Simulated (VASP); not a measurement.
# MgB2 (P6/mmm) in VASP: further runs

Runs on MgB2. Level: PBE. Tasks: electric field gradients.

All numbers are computed with VASP 6.6.1; they aren't measurements. Logs are shortened: lines on timing, memory, paths and dates and some standing lists are left out, and cuts for length are marked.

### 1 The cell of the first run

It takes space group P6/mmm (No. 191, hexagonal). The conventional cell has a = 3.085 Å, b = 3.085 Å, c = 3.453 Å, α = 90.00°, β = 90.00°, γ = 120.00°. Mg (site symmetry 6/mmm) has 12 B at 2.48 Å and 6 Mg at 3.09 Å within 3.3 Å. Within 2.4 Å of B (site symmetry -6m2) lie 3 B at 1.78 Å.

### 2 Electric field gradients, PBE (zz strain of -2 %)

INCAR reads:

```
SYSTEM = MgB2
PREC = Accurate
ENCUT = 520
EDIFF = 1E-8
ISMEAR = -1
SIGMA = 0.05
LREAL = .False.
LASPH = .True.
NELM = 100
ALGO = Normal
ISIF = 2
LWAVE = .False.
LCHARG = .False.
GGA = PE
LEFG = .True.
NBANDS = 11
```

KPOINTS reads:

```
regular mesh
0
Gamma
  12 12 9
  0 0 0
```

POSCAR reads:

```
MgB2
1.0
    3.0850007055      0.0000000000      0.0000000000
   -1.5425003528      2.6716889817      0.0000000000
    0.0000000000      0.0000000000      3.4525400000
Mg B
1 2
Direct
    0.0000000000      0.0000000000      0.0000000000
    0.3333333333      0.6666666667      0.5000000000
    0.6666666667      0.3333333333      0.5000000000
```

Potentials or basis: VASP PAW PBE potentials, release 64 (Mg, B).

Started as:

```sh
cat potpaw_PBE.64/Mg/POTCAR potpaw_PBE.64/B/POTCAR > POTCAR
mpirun -np 1 vasp_std > vasp.out
```

OUTCAR:

```text
SYSTEM = MgB2
   PREC = Accurate
   ENCUT = 520
   EDIFF = 1E-8
   ISMEAR = -1
   LREAL = .False.
   LASPH = .True.
   NELM = 100
   ISIF = 2
   GGA = PE

 ion  position               nearest neighbor table
   1  0.000  0.000  0.000-   2 2.48   3 2.48   2 2.48   3 2.48   3 2.48   3 2.48   2 2.48   2 2.48
                             3 2.48   3 2.48   2 2.48   2 2.48
   2  0.333  0.667  0.500-   3 1.78   3 1.78   3 1.78   1 2.48   1 2.48   1 2.48   1 2.48   1 2.48
                             1 2.48
   3  0.667  0.333  0.500-   2 1.78   2 1.78   2 1.78   1 2.48   1 2.48   1 2.48   1 2.48   1 2.48
                             1 2.48

  LATTYP: Found a hexagonal cell.
 ALAT       =     3.0850007055
 C/A-ratio  =     1.1191375074

  Lattice vectors:

 A1 = (   3.0850007055,   0.0000000000,   0.0000000000)
 A2 = (  -1.5425003528,   2.6716889817,   0.0000000000)
 A3 = (   0.0000000000,   0.0000000000,   3.4525400000)

Analysis of symmetry for initial positions (statically):
=====================================================================
 Subroutine PRICEL returns:
 Original cell was already a primitive cell.

 Routine SETGRP: Setting up the symmetry group for a
 hexagonal supercell.

 Subroutine GETGRP returns: Found 24 space group operations
 (whereof 24 operations were pure point group operations)
 out of a pool of 24 trial point group operations.

The static configuration has the point symmetry D_6h.

Analysis of symmetry for dynamics (positions and initial velocities):
=====================================================================
 Subroutine PRICEL returns:
 Original cell was already a primitive cell.

 Routine SETGRP: Setting up the symmetry group for a
 hexagonal supercell.

 Subroutine GETGRP returns: Found 24 space group operations
 (whereof 24 operations were pure point group operations)
 out of a pool of 24 trial point group operations.

The dynamic configuration has the point symmetry D_6h.

 Subroutine INISYM returns: Found 24 space group operations
 (whereof 24 operations are pure point group operations),
 and found     1 'primitive' translations

----------------------------------------------------------------------------------------

                                     Primitive cell

  volume of cell :      28.4564

  direct lattice vectors                    reciprocal lattice vectors
     3.085000706  0.000000000  0.000000000     0.324149034  0.187147532  0.000000000
    -1.542500353  2.671688982  0.000000000     0.000000000  0.374295065  0.000000000
     0.000000000  0.000000000  3.452540000     0.000000000  0.000000000  0.289641829

  length of vectors
     3.085000706  3.085000706  3.452540000     0.374295065  0.374295065  0.289641829

  position of ions in fractional coordinates (direct lattice)
     0.000000000  0.000000000  0.000000000
     0.333333333  0.666666667  0.500000000
     0.666666667  0.333333333  0.500000000

  ion indices of the primitive-cell ions
   primitive index   ion index
                 1           1
                 2           2
                 3           3

----------------------------------------------------------------------------------------

 KPOINTS: regular mesh

Automatic generation of k-mesh.
 Grid dimensions read from file:
 generate k-points for:   12   12    9

 Generating k-lattice:

  Cartesian coordinates                     Fractional coordinates (reciprocal lattice)
     0.027012420  0.015595628  0.000000000     0.083333333 -0.000000000  0.000000000
     0.000000000  0.031191255  0.000000000     0.000000000  0.083333333  0.000000000
     0.000000000  0.000000000  0.032182425     0.000000000  0.000000000  0.111111111

  Length of vectors
     0.031191255  0.031191255  0.032182425

  Shift w.r.t. Gamma in fractional coordinates (k-lattice)
[... 39 lines left out ...]
   ions per type =               1   2
   NGX,Y,Z   is equivalent  to a cutoff of  12.93, 12.93, 13.48 a.u.
   NGXF,Y,Z  is equivalent  to a cutoff of  25.87, 25.87, 26.96 a.u.
 SYSTEM =  MgB2
   PREC   = accura    normal or accurate (medium, high low for compatibility)
   ISTART =      0    job   : 0-new  1-cont  2-samecut
   ICHARG =      2    charge: 1-file 2-atom 10-const
   ISPIN  =      1    spin polarized calculation?
   LNONCOLLINEAR =      F non collinear calculations
   LSORBIT =      F    spin-orbit coupling
   LASPH  =      T    aspherical Exc in radial PAW
   ENCUT  =  520.0 eV  38.22 Ry    6.18 a.u.   5.74  5.74  6.42*2*pi/ulx,y,z
   NELM   =    100;   NELMIN=  2; NELMDL= -5     # of ELM steps
   EDIFF  = 0.1E-07   stopping-criterion for ELM
   LREAL  =      F    real-space projection
   EDIFFG = 0.1E-06   stopping-criterion for IOM
   NSW    =      0    number of steps for IOM
   IBRION =     -1    ionic relax: 0-MD 1-quasi-New 2-CG
   NFREE  =      0    steps in history (QN), initial steepest desc. (CG)
   ISIF   =      2    stress and relaxation
   ISYM   =      2    0-nonsym 1-usesym 2-fastsym
   POTIM  = 0.5000    time-step for ionic-motion
   TEBEG  =    0.0;   TEEND  =   0.0 temperature during run
   PSTRESS=    0.0 pullay stress
   NELECT =       8.0000    total number of electrons
   NUPDOWN=      -1.0000    fix difference up-down
   EMIN   =  10.00;   EMAX   =-10.00  energy-range for DOS
   EFERMI =   0.00;   METHOD = LEGACY
   ISMEAR =    -1;   SIGMA  =   0.05  broadening in eV -4-tet -1-fermi 0-gaus
   EFERMI_NEDOS =   21; number of points for ismear=-14 and -15
   IALGO  =     38    algorithm
   IMIX   =      4    mixing-type and parameters
     AMIX     =   0.40;   BMIX     =  1.00
     AMIX_MAG =   1.60;   BMIX_MAG =  1.00
  volume/ion in A,a.u.               =       9.49        64.01
  Fermi-wavevector in a.u.,A,eV,Ry     =   1.072453  2.026642 15.648810  1.150155
  Thomas-Fermi vector in A             =   2.208223
   LORBIT       =      0    0 simple, 1 ext, 2 COOP (PROOUT), +10 PAW based schemes
   GGA     = PE    functional components
   LHFCALC =     F    Hartree Fock is set to
   AEXX    =    0.0000 exact exchange contribution
   IVDW    =     0    specifies the selected vdW correction
   LEPSILON=     F    determine dielectric tensor
   LRPA    =     F    only Hartree local field effects (RPA)
 non-spin polarized calculation
  energy-cutoff  :      520.00
  volume of cell :       28.46
 maximum number of plane-waves:       781
 NGX is ok and might be reduce to    24
   NGX = 11   NGY = 11   NGZ = 13

 number of electron       8.0000000 magnetization

 Free energy of the ion-electron system (eV)
  ---------------------------------------------------
  ext. energy  EPLUGINS =         0.00000000
  ---------------------------------------------------
  free energy    TOTEN  =       -15.32116345 eV

  energy without entropy =      -15.31714687  energy(sigma->0) =      -15.31915516

 E-fermi :   5.3376     XC(G=0): -10.9994

 val. band max:        5.2959453939   @ k =   0.3333   0.3333   0.2222
 cond. band min:       5.3388383863   @ k =   0.2500   0.2500   0.4444
 fundamental gap:      0.0428929924
 Fermi energy:         5.3375988589

 k-point     1 :       0.0000    0.0000    0.0000
  band No.  band energies     occupation
      1      -7.1318      2.00000
      2       2.6341      2.00000
      3       5.6559      0.00343
      4       5.6559      0.00343
      5       7.4437      0.00000
      6      11.5656      0.00000
      7      11.5656      0.00000
      8      13.3558      0.00000
      9      15.3750      0.00000
     10      18.0114      0.00000
     11      21.8166      0.00000
[... 309 lines left out ...]
 k-point    24 :       0.3333    0.0000    0.1111
  band No.  band energies     occupation
      1      -5.1316      2.00000
      2       0.2650      2.00000
      3       3.6023      2.00000
      4       3.6527      2.00000
      5       9.2280      0.00000
      6      10.1984      0.00000
      7      11.0183      0.00000
      8      15.0958      0.00000
      9      17.2441      0.00000
     10      18.2969      0.00000
     11      18.3157      0.00000

 [... further k-points ...]
[... 5 lines left out ...]
  --------------------------------------------------------------------------------------
  -------------------------------------------------------------------------------------
  Total       -0.1588492     -0.1588492      0.8311364      0.0000000      0.0000000     -0.0000000
  in kB       -8.9436684     -8.9436684     46.7953801      0.0000000      0.0000000     -0.0000000
  external PRESSURE =       9.6360144 kB  Pullay stress =       0.0000000 kB

 VOLUME and BASIS-vectors are now :
 -----------------------------------------------------------------------------
  energy-cutoff  :      520.00
  volume of cell :       28.46
      direct lattice vectors                 reciprocal lattice vectors
     3.085000706  0.000000000  0.000000000     0.324149034  0.187147532  0.000000000
    -1.542500353  2.671688982  0.000000000     0.000000000  0.374295065  0.000000000
     0.000000000  0.000000000  3.452540000     0.000000000  0.000000000  0.289641829

 POSITION                                       TOTAL-FORCE (eV/Angst)
 -----------------------------------------------------------------------------------
      0.00000      0.00000      0.00000         0.000000      0.000000      0.000000
     -0.00000      1.78113      1.72627        -0.000000     -0.000000     -0.000000
      1.54250      0.89056      1.72627         0.000000      0.000000      0.000000
 -----------------------------------------------------------------------------------
    total drift:                                0.000000     -0.000000      0.000000

  FREE ENERGIE OF THE ION-ELECTRON SYSTEM (eV)
  ---------------------------------------------------
  free  energy   TOTEN  =       -15.3211634490 eV

  energy  without entropy=      -15.3171468713  energy(sigma->0) =      -15.31915516

 Electric field gradients (V/A^2)
---------------------------------------------------------------------
 ion       V_xx      V_yy      V_zz      V_xy      V_xz      V_yz
---------------------------------------------------------------------
   1       0.225     0.225    -0.451    -0.000    -0.000    -0.000
   2      -9.485    -9.485    18.969    -0.000     0.000    -0.000
   3      -9.485    -9.485    18.969    -0.000     0.000    -0.000
---------------------------------------------------------------------

 Electric field gradients after diagonalization (V/A^2)
 (convention: |V_zz| > |V_xx| > |V_yy|)
----------------------------------------------------------------------
 ion       V_xx      V_yy      V_zz     asymmetry (V_yy - V_xx)/ V_zz
----------------------------------------------------------------------
   1       0.225     0.225    -0.451       0.000
   2      -9.485    -9.485    18.969       0.000
   3      -9.485    -9.485    18.969       0.000
----------------------------------------------------------------------

           NMR quadrupolar parameters

 Cq : quadrupolar parameter    Cq=e*Q*V_zz/h
 eta: asymmetry parameters     (V_yy - V_xx)/ V_zz
 Q  : nuclear electric quadrupole moment in mb (millibarn)
----------------------------------------------------------------------
 ion       Cq(MHz)       eta       Q (mb)
----------------------------------------------------------------------
   1      -0.001       0.000       1.000
   2       0.046       0.000       1.000
   3       0.046       0.000       1.000
----------------------------------------------------------------------
```

It took 31 s on 1 thread of Intel Xeon Platinum 8375C at 2.90GHz (Ice Lake), shared host; peak memory 0.16 GiB.

What came out:

```yaml
Free_energy: -15.3212 eV
Pressure: 1.0 GPa
Band_gap_on_the_k_mesh: zero (band 4 reaches 7.31 eV, above the bottom of band 5 at 3.42 eV)
```

Electric field gradients, principal values (V/Å²):
| atom | least | middle | greatest (by size) |
| --- | --- | --- | --- |
| 1 Mg | 0.225 | 0.225 | -0.451 |
| 2 B | -9.485 | -9.485 | 18.969 |
| 3 B | -9.485 | -9.485 | 18.969 |

Caveat: the cell differs from its parent crystal (zz strain of -2 %); without QUAD_EFG the Cq values of the log hold for a quadrupole moment of 1 mb, not for the nuclei.

(Continued in part 2 of 3.)
